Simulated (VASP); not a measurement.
# SiC (P1) in VASP: a series of runs, part 2 of 2

VASP 6.6.1.

**3. Single point, PBE (atom 3 (C) moved by (-0.200, +0.000) A along [1 1 0] and z)**

File INCAR:

```
SYSTEM = SiC
PREC     = Accurate       ! precision mode
ENCUT    = 520            ! plane-wave cutoff, eV
EDIFF    = 1E-6           ! SCF threshold, eV
ISMEAR   = 0              ! smearing method
SIGMA    = 0.05           ! smearing width, eV
LREAL    = .FALSE.        ! projectors in reciprocal space
LASPH    = .TRUE.         ! aspherical terms in the spheres
NELM     = 100            ! most SCF steps
ALGO     = Normal         ! electronic algorithm
ISIF     = 2              ! what is computed and relaxed
LWAVE    = .FALSE.        ! write WAVECAR
LCHARG   = .FALSE.        ! write CHGCAR
GGA      = PE             ! functional
NBANDS   = 16             ! bands
```

File KPOINTS:

```
regular mesh
0
G
  12 12 6
  0 0 0
```

File POSCAR:

```
SiC
1.0
    3.0917664073      0.0000000000      0.0000000000
   -1.5458832036      2.6775482513      0.0000000000
    0.0000000000      0.0000000000      5.0740211774
Si C
2 2
Direct
    0.3333333333      0.6666666667      0.0045635313
    0.6666666667      0.3333333333      0.5045635313
    0.2611833113      0.6138491848      0.3804364687
    0.6666666667      0.3333333333      0.8804364687
```

Potentials or basis: VASP PAW PBE potentials, release 64 (Si, C).

Launch:

```bash
$ cat potpaw_PBE.64/Si/POTCAR potpaw_PBE.64/C/POTCAR > POTCAR
$ mpirun -np 1 vasp_std > vasp.out
```

Wall time 2.1 min (1 thread of Intel Xeon Platinum 8488C (Sapphire Rapids), shared host); peak memory 0.35 GiB.

Results (log left out):

* Free energy: -29.6749 eV
* Pressure: 2.9 GPa
* Largest force: 4.859 eV/Å
* Band gap on the k mesh: 1.98 eV, indirect (least direct gap 3.77 eV)

Forces on the atoms (eV/Å):
```
Si  -0.321 -0.309  0.110
Si  -3.541 -2.446  0.822
C    3.890  2.765 -0.913
C   -0.028 -0.010 -0.018
```

Stress tensor (GPa, compression positive):
```
 9.15  6.51 -5.48
 6.51 -1.48 -3.22
-5.48 -3.22  0.94
```

Levels at points of the mesh, in eV from the valence-band top:
| k point | band 5 | band 6 | band 7 | band 8 | band 9 | band 10 | band 11 | band 12 |
| --- | --- | --- | --- | --- | --- | --- | --- | --- |
| (0.00, 0.00, 0.00) | -1.27 | -0.64 | -0.23 | 0.00 | 4.33 | 5.69 | 6.27 | 6.33 |
| (0.50, 0.00, 0.00) | -5.37 | -4.00 | -3.42 | -1.26 | 2.51 | 4.58 | 6.77 | 6.85 |
| (0.00, 0.50, 0.00) | -5.82 | -3.71 | -3.15 | -1.65 | 2.39 | 3.36 | 6.08 | 6.77 |
| (0.50, 0.50, 0.00) | -5.75 | -3.63 | -3.31 | -1.54 | 2.41 | 3.67 | 6.11 | 6.73 |
| (0.00, 0.00, 0.50) | -1.66 | -1.02 | -1.00 | -0.29 | 5.25 | 5.47 | 6.24 | 6.82 |
| (0.50, 0.00, 0.50) | -2.75 | -2.57 | -2.46 | -2.25 | 2.81 | 2.84 | 4.65 | 5.12 |
| (0.00, 0.50, 0.50) | -3.24 | -2.81 | -2.65 | -2.43 | 2.97 | 3.04 | 4.67 | 4.98 |
| (0.50, 0.50, 0.50) | -3.16 | -2.80 | -2.56 | -2.19 | 2.83 | 2.98 | 4.69 | 4.91 |

Caveat: the cell differs from its parent crystal (atom 3 (C) moved by (-0.200, +0.000) A along [1 1 0] and z); forces of over 1 eV/Å act on the atoms, so gaps and moduli don't describe the material at rest. A k mesh can miss the band edges.

**4. Single point, PBE (atom 3 (C) moved by (-0.200, +0.200) A along [1 1 0] and z)**

File INCAR:

```
  ALGO = Normal
  EDIFF = 1E-6
  ENCUT = 520
  GGA = PE
  ISIF = 2
  ISMEAR = 0
  LASPH = True
  LCHARG = False
  LREAL = False
  LWAVE = False
  NBANDS = 16
  NELM = 60
  PREC = Accurate
  SIGMA = 0.05
```

File KPOINTS:

```
k-points
0
Gamma
  12 12 6
```

Changes to POSCAR since step 3:

```diff
@@ -10,3 +10,3 @@
     0.6666666667      0.3333333333      0.5045635313
-    0.2611833113      0.6138491848      0.3804364687
+    0.2611833113      0.6138491848      0.4198529380
     0.6666666667      0.3333333333      0.8804364687
```

Potentials or basis: VASP PAW PBE potentials, release 64 (Si, C).

Launch:

```bash
$ cat potpaw_PBE.64/Si/POTCAR potpaw_PBE.64/C/POTCAR > POTCAR
$ mpirun -np 1 vasp_std > vasp.out
```

OUTCAR:

```text
EDIFF = 1E-6
   ENCUT = 520
   GGA = PE
   ISIF = 2
   ISMEAR = 0
   LASPH = True
   LREAL = False
   NELM = 60
   PREC = Accurate

 ion  position               nearest neighbor table
   1  0.333  0.667  0.005-   4 1.89   4 1.89   4 1.89   3 2.12   2 3.10   2 3.10   2 3.10   2 3.10
                             2 3.10   2 3.10
   2  0.667  0.333  0.505-   3 1.65   3 1.90   4 1.91   3 1.98   1 3.10   1 3.10   1 3.10   1 3.10
                             1 3.10   1 3.10
   3  0.261  0.614  0.420-   2 1.65   2 1.90   2 1.98   1 2.12
   4  0.667  0.333  0.880-   1 1.89   1 1.89   1 1.89   2 1.91

  LATTYP: Found a hexagonal cell.
 ALAT       =     3.0917664073
 C/A-ratio  =     1.6411398886

  Lattice vectors:

 A1 = (   3.0917664073,   0.0000000000,   0.0000000000)
 A2 = (  -1.5458832036,   2.6775482513,   0.0000000000)
 A3 = (   0.0000000000,   0.0000000000,   5.0740211774)

Analysis of symmetry for initial positions (statically):
=====================================================================
 Subroutine PRICEL returns:
 Original cell was already a primitive cell.

 Routine SETGRP: Setting up the symmetry group for a
 hexagonal supercell.
[... 167 lines left out ...]
  free energy    TOTEN  =       -29.12279119 eV

  energy without entropy =      -29.12279119  energy(sigma->0) =      -29.12279119

 E-fermi :   8.7526     XC(G=0): -11.2809

 val. band max:        8.5198728188   @ k =   0.0000   0.0000   0.0000
 cond. band min:      10.5737345524   @ k =   0.0000   0.5000   0.0000
 fundamental gap:      2.0538617335
 Fermi energy:         8.7526029385

 k-point     1 :       0.0000    0.0000    0.0000
  band No.  band energies     occupation
      1      -7.4219      2.00000
      2      -4.0001      2.00000
      3      -0.2379      2.00000
      4       5.8297      2.00000
      5       7.0368      2.00000
      6       7.7830      2.00000
[... 433 lines left out ...]
      3       0.4921      2.00000
      4       3.8139      2.00000
      5       4.6314      2.00000
      6       5.9851      2.00000
[... 8 lines left out ...]
     15      18.0314      0.00000
     16      18.8694      0.00000

 [... further k-points ...]
[... 5 lines left out ...]
  --------------------------------------------------------------------------------------
  -------------------------------------------------------------------------------------
  Total        4.9815653      0.2987484     -0.2375037      2.7869192     -0.7713164     -1.4055546
  in kB      190.0116177     11.3951451     -9.0590928    106.3013329    -29.4202849    -53.6120040
  external PRESSURE =      64.1158900 kB  Pullay stress =       0.0000000 kB

 VOLUME and BASIS-vectors are now :
 -----------------------------------------------------------------------------
  energy-cutoff  :      520.00
  volume of cell :       42.00
      direct lattice vectors                 reciprocal lattice vectors
     3.091766407  0.000000000  0.000000000     0.323439700  0.186737998  0.000000000
    -1.545883204  2.677548251  0.000000000     0.000000000  0.373475996  0.000000000
     0.000000000  0.000000000  5.074021177     0.000000000  0.000000000  0.197082347

 POSITION                                       TOTAL-FORCE (eV/Angst)
 -----------------------------------------------------------------------------------
     -0.00000      1.78503      0.02316        -0.336869     -0.322094      0.724105
      1.54588      0.89252      2.56017        -5.056984     -3.472290      2.286651
     -0.14142      1.64361      2.13034         5.453891      3.832740     -4.217883
      1.54588      0.89252      4.46735        -0.060038     -0.038355      1.207128
 -----------------------------------------------------------------------------------
    total drift:                               -0.000117     -0.000043      0.000142

  FREE ENERGIE OF THE ION-ELECTRON SYSTEM (eV)
  ---------------------------------------------------
  free  energy   TOTEN  =       -29.1227911923 eV

  energy  without entropy=      -29.1227911923  energy(sigma->0) =      -29.12279119
```

stdout:

```text
POSCAR found type information on POSCAR SiC
 POSCAR found :  2 types and       4 ions
 scaLAPACK will be used
 LDA part: xc-table for (Slater+PW92), standard interpolation
 POSCAR, INCAR and KPOINTS ok, starting setup
 FFT: planning ... GRIDC
 FFT: planning ... GRID_SOFT
 FFT: planning ... GRID
 WAVECAR not read
 entering main loop
```

It took 2 min on 1 thread of Intel Xeon Platinum 8488C (Sapphire Rapids), shared host; peak memory 0.34 GiB.

Results:

| Quantity | Value |
| --- | --- |
| Free energy | -29.1228 eV |
| Pressure | 6.4 GPa |
| Largest force | 7.888 eV/Å |
| Band gap on the k mesh | 2.05 eV, indirect (least direct gap 3.95 eV) |

Forces on the atoms (eV/Å):
```
Si  -0.337 -0.322  0.724
Si  -5.057 -3.472  2.287
C    5.454  3.833 -4.218
C   -0.060 -0.038  1.207
```

Caveat: the cell differs from its parent crystal (atom 3 (C) moved by (-0.200, +0.200) A along [1 1 0] and z); forces of over 1 eV/Å act on the atoms, so gaps and moduli don't describe the material at rest. A k mesh can miss the band edges.
